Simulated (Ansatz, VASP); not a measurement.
# One calculation of Cl, two programs

```xyz
12
Lattice="3.6213 2.0908 8.1386 -3.6213 2.0908 8.1386 0.0000 -4.1816 8.1386" Properties=species:S:1:pos:R:3 pbc="T T T"
Cl   -1.7706    1.0223    5.0664
Cl    0.0000   -2.0446    5.0664
Cl    1.7706    1.0223    5.0664
Cl    1.7706   -1.0223   19.3495
Cl   -1.7706   -1.0223   19.3495
Cl    0.0000    2.0446   19.3495
Cl   -1.3407    0.7740    8.1412
Cl    0.0000   -1.5481    8.1412
Cl    1.3407    0.7740    8.1412
Cl    1.3407   -0.7740   16.2747
Cl   -1.3407   -0.7740   16.2747
Cl    0.0000    1.5481   16.2747
```

Alike in both runs: functional r2SCAN; k mesh 3 × 3 × 3; occupations gaussian, width 0.1 eV; no spin polarisation.

Ansatz relaxed the structure, and its values are those at the end. VASP's run is a single point on that final structure, the one shown.

|  | VASP | Ansatz |
| --- | --- | --- |
| version | VASP 6.6.1 | Ansatz 0.2.0 |
| potentials or method | VASP PAW PBE potentials, release 64 (Cl), cutoff 520 eV | scalar-relativistic, plane waves, PAW |
| valence electrons in the cell | 84 | 84 |

```tsv
	VASP	Ansatz	Ansatz less VASP
gap on the k mesh at the Fermi level (eV)	0.05	0.04	-0.002
least direct gap on the mesh (eV)	0.27	0.27	-0.001
pressure (GPa)	-0.2	0.0	+0.27
rms of the force components (eV/Å)	0.079	0.007	-0.0721
```

VASP's potentials were made for PBE, not for r2SCAN. The functional is the same, so the differences come from potentials, cutoffs and numerics.
